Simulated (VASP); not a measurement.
**TaN: single point with PBE**

TaN:

```
Ta N
1.0
     3.66304    0.00000    0.00000
     0.00000    3.66304    0.00000
     0.00000    0.00000    4.56049
Ta N
2 2
Direct
  0.00000 0.50000 0.00000
  0.50000 0.00000 0.50000
  0.00000 0.00000 0.25000
  0.00000 0.00000 0.75000
```

```json
{"Program": "VASP 6.6.1", "Task": "single point", "Functional": "PBE", "Potentials or basis": "VASP PAW PBE potentials, release 64 (Ta_pv, N)", "Cutoff": "520 eV", "k mesh": "7 × 7 × 6", "Occupations": "fermi-dirac, width 0.05 eV", "Spin": "no spin polarisation", "Dipole correction": "no", "Further INCAR settings": "ALGO = Normal; EDIFF = 1e-07; NBANDS = 24"}
```

- Pressure: -19.5 GPa
- Band gap on the k mesh: zero (band 16 reaches 5.33 eV, above the bottom of band 17 at 4.68 eV)

Stress tensor (GPa, compression positive):
```
-30.40   0.00   0.00
  0.00 -30.40   0.00
  0.00   0.00   2.28
```

Levels at points of the mesh, in eV from the Fermi level:
| k point | band 12 | band 13 | band 14 | band 15 | band 16 | band 17 | band 18 | band 19 | band 20 | band 21 |
| --- | --- | --- | --- | --- | --- | --- | --- | --- | --- | --- |
| (0.00, 0.00, 0.00) | -4.57 | -3.56 | -3.56 | -1.69 | 0.29 | 1.28 | 1.29 | 1.75 | 1.75 | 2.30 |
| (0.00, 0.00, 0.50) | -4.04 | -3.32 | -3.32 | -2.82 | -2.82 | 1.18 | 1.18 | 1.59 | 1.59 | 2.10 |

It took 85 s on 1 thread of AMD EPYC 7R43 64-Core Processor (Zen 3) (shared host), peak memory 0.16 GiB.

Caveat: spin-orbit coupling is left out, which moves the levels of the heavy elements.
